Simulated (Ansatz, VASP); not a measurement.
## MgRe3: VASP beside Ansatz

```
Mg Re
1.0
     3.92198    0.00000    0.00000
     0.00000    3.92198    0.00000
     0.00000    0.00000    3.92198
Mg Re
1 3
Direct
  0.00000 0.00000 0.00000
  0.00000 0.50000 0.50000
  0.50000 0.00000 0.50000
  0.50000 0.50000 0.00000
```

Alike in both runs: task relaxation of cell and atoms; functional PBE; k mesh 12 × 12 × 12; occupations gaussian, width 0.1 eV; no spin polarisation.

|  | VASP | Ansatz |
| --- | --- | --- |
| version | VASP 6.6.1 | Ansatz 0.2.0 |
| potentials or method | VASP PAW PBE potentials, release 64 (Mg, Re), cutoff 600 eV | scalar-relativistic, plane waves, PAW |
| valence electrons in the cell | 23 | 55 |

Ansatz gave:

- gap on the k mesh at the Fermi level, each at its own relaxed structure (eV): none
- relaxed volume (Å³/atom): 15.29
- relaxed length of the cell vector where the two differ most in proportion (Å): 3.940

Q: Estimate VASP's values.

A: gap on the k mesh at the Fermi level, each at its own relaxed structure (eV): none; relaxed volume (Å³/atom): 15.28; relaxed length of the cell vector where the two differ most in proportion (Å): 3.939.

A gap of «none» marks a metal or a gap that the smearing closes. VASP's potentials hold 23 valence electrons a cell and Ansatz's 55, so a difference there can come from the potentials and not from the codes.

Spin-orbit coupling is off throughout.
